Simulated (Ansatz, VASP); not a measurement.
# Two plane-wave programs on I

File INCAR:

```
SYSTEM = I
PREC = Accurate ; ENCUT = 520
EDIFF = 1E-6 ; ISMEAR = -1
SIGMA = 0.05 ; LREAL = .FALSE.
LASPH = .TRUE. ; NELM = 60
ALGO = Normal ; ISIF = 2
LWAVE = .FALSE. ; LCHARG = .FALSE.
GGA = CA ; NBANDS = 22
```

File KPOINTS:

```
regular mesh
0
G
  7 7 3
  0 0 0
```

The input POSCAR:

```
I
1.0
    3.6591087810     -2.4108815219      0.0000000000
    3.6591087810      2.4108815219      0.0000000000
    0.0000000000      0.0000000000      9.8582991087
I
4
Direct
    0.6493000000      0.3507000000      0.3844000000
    0.1493000000      0.8507000000      0.1156000000
    0.3507000000      0.6493000000      0.6156000000
    0.8507000000      0.1493000000      0.8844000000
```

input.yaml

```yaml
crystal:
  lattice:
    - [3.659108781, -2.4108815219, 0.0]
    - [3.659108781, 2.4108815219, 0.0]
    - [0.0, 0.0, 9.8582991087]
  atoms:
    - { symbol: I, position: [0.6493, 0.3507, 0.3844] }
    - { symbol: I, position: [0.1493, 0.8507, 0.1156] }
    - { symbol: I, position: [0.3507, 0.6493, 0.6156] }
    - { symbol: I, position: [0.8507, 0.1493, 0.8844] }
hamiltonian:
  xc: lda
  pseudopotentials: { kind: paw }
kpoints:
  mp_grid: { grid: [7, 7, 3] }
scf:
  occupations: { method: fermi_dirac, width: 0.05 }
output:
  forces: true
  stress: true
  eigenvalues: true
  write_density: true
  write_potential: true
  elf: true
  volumetric_format: npy
```

Alike in both runs: task single point; functional LDA; k mesh 7 × 7 × 3; occupations fermi-dirac, width 0.05 eV; no spin polarisation.

|  | VASP | Ansatz |
| --- | --- | --- |
| version | VASP 6.6.1 | Ansatz 0.2.0 |
| potentials or method | VASP PAW LDA potentials, release 64 (I) | Ansatz PAW |
| plane-wave cutoff (eV) | 520 | 420 |
| valence electrons in the cell | 28 | 68 |

```tsv
	VASP	Ansatz	Ansatz less VASP
gap on the k mesh at the Fermi level (eV)	1.19	1.19	-0.006
least direct gap on the mesh (eV)	1.26	1.26	-0.005
pressure (GPa)	-1.3	-1.3	0.00
traceless stress, the component that is largest in VASP (GPa)	0.50	0.51	+0.012
rms of the force components (eV/Å)	0.324	0.326	+0.0013
```

LDA's correlation is that of Perdew and Zunger in VASP and of Perdew and Wang (1992) in Ansatz. Atom by atom the forces differ by 0.001 eV/Å (rms over components). VASP's potentials hold 28 valence electrons a cell and Ansatz's 68, so a difference there can come from the potentials and not from the codes.

Spin-orbit coupling is off throughout. Noted on Ansatz's run: odd divisions of the mesh miss points on the zone boundary, where band edges often lie, so the gap on the mesh can be too wide.
